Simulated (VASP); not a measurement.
The system is Pb.

```
Pb
1.0
     0.00000    2.45841    2.45841
     2.45841    0.00000    2.45841
     2.45841    2.45841    0.00000
Pb
1
Direct
  0.00000 0.00000 0.00000
```

Base run:

| Quantity | Value |
| --- | --- |
| Program | VASP 6.6.1 |
| Functional | r2SCAN |
| Dispersion | D3(BJ) |
| Potentials or basis | VASP PAW PBE potentials, release 64 (Pb_d) |
| Cutoff | 520 eV |
| k mesh | 9 × 9 × 9 |
| Occupations | fermi-dirac, width 0.05 eV |
| Spin | no spin polarisation |

Its results: band gap on the k mesh zero (band 7 reaches 15.36 eV, above the bottom of band 8 at 5.77 eV); pressure 1.1 GPa.

After a change of settings the same cell gave: band gap on the k mesh zero (band 7 reaches 14.90 eV, above the bottom of band 8 at 5.73 eV); pressure -2.3 GPa. Which change was it?
A. dispersion from D3(BJ) to D4
B. functional from r2SCAN to PBEsol
C. functional from r2SCAN to RPBE; further incar settings from ALGO = Normal; EDIFF = 1e-06; NBANDS = 13 to ALGO = Fast; EDIFF = 1e-06; NBANDS = 13
D. functional from r2SCAN to revPBE; further incar settings from ALGO = Normal; EDIFF = 1e-06; NBANDS = 13 to ALGO = Fast; EDIFF = 1e-06; NBANDS = 13

B.

Caveats: the PAW data sets were made with another functional, which shifts forces and pressure a little; spin-orbit coupling is left out, which moves the levels of the heavy elements; pairwise dispersion overbinds metals, which lowers pressure and volume.
